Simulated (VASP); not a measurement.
Runs of VASP 6.6.1 on Ti3PO2. The typed cell holds 6 atoms: a = 3.172 Å, b = 3.172 Å, c = 8.023 Å, α = 90.00°, β = 90.00°, γ = 120.00°. 

| level | potentials or basis | k mesh | smearing | gap on the mesh (eV) | pressure (GPa) | largest force (eV/Å) |
| --- | --- | --- | --- | --- | --- | --- |
| LDA | VASP PAW LDA potentials, release 64 (Ti_sv, P, O) | 7 × 7 × 3 | gaussian 0.05 eV | none | -12.3 | 0.54 |
| LDA | VASP PAW LDA potentials, release 64 (Ti_sv, P, O) | 9 × 9 × 3 | gaussian 0.05 eV | none | (a) | 0.49 |
| r2SCAN | VASP PAW PBE potentials, release 64 (Ti_sv, P, O) | 7 × 7 × 3 | gaussian 0.025 eV | none | -1.9 | 0.53 |
| r2SCAN | VASP PAW PBE potentials, release 64 (Ti_sv, P, O) | 7 × 7 × 3 | gaussian 0.05 eV | none | -1.9 | 0.53 |

Alike in all rows: task single point; no spin polarisation; cell as given; cutoff (eV) 520.

Question: Fill in the values left out.

Answer: (a) -12.2.

Caveats: an odd number of electrons without spin polarisation forces a metal; a magnetic or distorted state may lie lower; the cell stands under tension (at least some runs); the PAW data sets were made with another functional, which shifts forces and pressure a little (at least some runs).

A gap of «none» marks levels without a gap at the run's occupations.
